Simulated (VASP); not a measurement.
A run of VASP 6.6.1 is set up as follows.

The input INCAR:

```
PREC = Accurate ; ENCUT = 520
EDIFF = 1E-6 ; ISMEAR = 0
SIGMA = 0.1 ; LREAL = False
LASPH = True ; NELM = 60
ALGO = Normal ; ISIF = 2
LWAVE = False ; LCHARG = False
GGA = PE ; NBANDS = 29
```

The input KPOINTS:

```
Automatic mesh
0
Gamma
  4 4 4
```

File POSCAR:

```
SnCl
1.0
    4.6893657710      0.0000000000      0.0000000000
    0.0000000000      4.6893657710      0.0000000000
    0.0000000000      0.0000000000      5.3241248066
Sn Cl
2 2
Direct
    0.0000000000      0.0000000000      0.8538115837
    0.5000000000      0.5000000000     -0.1455477825
    0.0000000000      0.0000000000      0.3325595476
    0.5000000000      0.5000000000      0.3325096012
```

Potentials or basis: VASP PAW PBE potentials, release 64 (Sn_d, Cl).

Launch:

```bash
$ cat potpaw_PBE.64/Sn_d/POTCAR potpaw_PBE.64/Cl/POTCAR > POTCAR
$ mpirun -np 1 vasp_std > vasp.out
```

Q: What does it give for the band gap on the k mesh?

A: Zero (band 21 reaches 5.55 eV, above the bottom of band 22 at 2.68 eV).

Q: Predict the pressure.

A: 0.1 GPa.

Forces on the atoms (eV/Å):
```
Sn   0.000  0.000  0.002
Sn   0.000  0.000  0.001
Cl   0.000  0.000 -0.001
Cl   0.000  0.000 -0.002
```

Caveat: spin-orbit coupling is left out, which moves the levels of the heavy elements.
